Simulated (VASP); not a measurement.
Runs of VASP 6.6.1 on TaN. The structure is that of space group Fm-3m (No. 225), or close to it. The cells are those of the table. 

```csv
level,potentials or basis,cell,k mesh,cutoff (eV),second run,gap on the mesh (eV),pressure (GPa)
PBEsol,"VASP PAW PBE potentials, release 64 (Ta_pv, N)","a = 3.094 Å, angles 60.0°, 2 atoms",16 × 16 × 16,520,-,none,1.0
PBEsol,"VASP PAW PBE potentials, release 64 (Ta_pv, N)","a = 3.127 Å, angles 60.0°, 2 atoms",8 × 8 × 8,520,-,none,(a)
r2SCAN,"VASP PAW PBE potentials, release 64 (Ta_sv_GW, N)","a = 3.094 Å, angles 60.0°, 2 atoms",16 × 16 × 16,660,valence_matched,none,5.1
r2SCAN,"VASP PAW PBE potentials, release 64 (Ta_pv, N)","a = 3.094 Å, angles 60.0°, 2 atoms",16 × 16 × 16,520,-,none,(b)
PBEsol,"VASP PAW PBE potentials, release 64 (Ta_sv_GW, N)","a = 3.094 Å, angles 60.0°, 2 atoms",16 × 16 × 16,600,valence_matched,none,0.1
```

Alike in all rows: task single point; no spin polarisation; smearing gaussian 0.1 eV.

**Question.** Estimate the missing entries.

**Answer.** (a) -9.6; (b) 7.2.

Caveats: the PAW data sets were made with another functional, which shifts forces and pressure a little; spin-orbit coupling is left out, which moves the levels of the heavy elements.

A k mesh can miss the band edges, and the runs leave out spin-orbit coupling on Ta.

A gap of «none» marks levels without a gap at the run's occupations.

The runs don't all hold the same shells in valence.
